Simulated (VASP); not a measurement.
Here is a VASP 6.6.1 calculation.

The input INCAR:

```
SYSTEM = SnO2
  ALGO = Normal
  EDIFF = 1E-6
  ENCUT = 520
  GGA = PS
  ISIF = 2
  ISMEAR = 0
  LASPH = .True.
  LCHARG = .False.
  LREAL = .False.
  LWAVE = .False.
  NBANDS = 35
  NELM = 80
  PREC = Accurate
  SIGMA = 0.02
```

KPOINTS

```
k-points
0
Gamma
  6 6 8
  0 0 0
```

File POSCAR:

```
SnO2
1.0
    4.6253869068      0.0000000000      0.0000000000
    0.0000000000      4.6253869068      0.0000000000
    0.0000000000      0.0000000000      3.2895335176
Sn O
2 4
Direct
    0.5000000000      0.5000000000      0.5000000000
    0.0000000000      0.0000000000      0.0000000000
    0.1928403337      0.8071596663      0.5000000000
    0.8071596663      0.1928403337      0.5000000000
    0.3071596663      0.3071596663      0.0000000000
    0.6928403337      0.6928403337      0.0000000000
```

Potentials or basis: VASP PAW PBE potentials, release 64 (Sn_d, O).

Launch:

```bash
$ cat potpaw_PBE.64/Sn_d/POTCAR potpaw_PBE.64/O/POTCAR > POTCAR
$ mpirun -np 1 vasp_std > vasp.out
```

(1) Estimate the pressure.

(2) What does it give for the largest force?

## Answers

(1) 7.1 GPa.

(2) 0.004 eV/Å.

Caveat: the cell stands under pressure; the PAW data sets were made with another functional, which shifts forces and pressure a little.
